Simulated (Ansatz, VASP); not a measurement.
**Rb in VASP and in Ansatz**

```
Rb
1.0
     5.04194    0.00000    0.00000
    -2.52097    4.36645    0.00000
     0.00000    0.00000    8.31856
Rb
2
Direct
  0.33333 0.66667 0.25000
  0.66667 0.33333 0.75000
```

Alike in both runs: functional PBE; k mesh 9 × 9 × 5; occupations fermi-dirac, width 0.08 eV; no spin polarisation.

Ansatz relaxed the structure, and its values are those at the end. VASP's run is a single point on that final structure, the one shown.

```csv
,VASP,Ansatz
version,VASP 6.6.1,Ansatz 0.2.0
potentials or method,"VASP PAW PBE potentials, release 64 (Rb_sv)","PAW with Ansatz's default frozen-core files, scalar-relativistic"
plane-wave cutoff (eV),520,420
valence electrons in the cell,18,18
```

```tsv
	VASP	Ansatz	Ansatz less VASP
pressure (GPa)	0.0	0.0	0.00
```

With one functional, cell and mesh, what is left measures potentials, basis and numerics.
